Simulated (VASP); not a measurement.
Runs of VASP 6.6.1 on Al2O3. The structure is that of space group P-6m2 (No. 187), or close to it. The cells are those of the table. 

| cell | gap on the mesh (eV) | pressure (GPa) | largest force (eV/Å) |
| --- | --- | --- | --- |
| a = 3.115, b = 3.115, c = 10.084 Å, angles 90.0, 90.0, 120.0°, 5 atoms | 3.67 | -24.6 | 2.35 |
| a = 3.115, b = 3.115, c = 9.337 Å, angles 90.0, 90.0, 120.0°, 5 atoms | 3.56 | -22.4 | 1.57 |
| a = 3.115, b = 3.115, c = 9.710 Å, angles 90.0, 90.0, 120.0°, 5 atoms | (c) | (b) | 1.97 |
| a = 3.000, b = 3.000, c = 9.710 Å, angles 90.0, 90.0, 120.0°, 5 atoms | 4.57 | (a) | 1.60 |
| a = 3.000, b = 3.000, c = 10.084 Å, angles 90.0, 90.0, 120.0°, 5 atoms | 4.55 | -19.1 | 2.04 |

Alike in all rows: task single point; level r2SCAN; potentials or basis VASP PAW PBE potentials, release 64 (Al, O); no spin polarisation; k mesh 12 × 12 × 4; cutoff (eV) 520; smearing gaussian 0.05 eV.

**Question.** Estimate the missing entries.

**Answer.** (a) -17.5; (b) -23.7; (c) 3.64.

Caveats: the PAW data sets were made with another functional, which shifts forces and pressure a little.

A k mesh can miss the band edges.
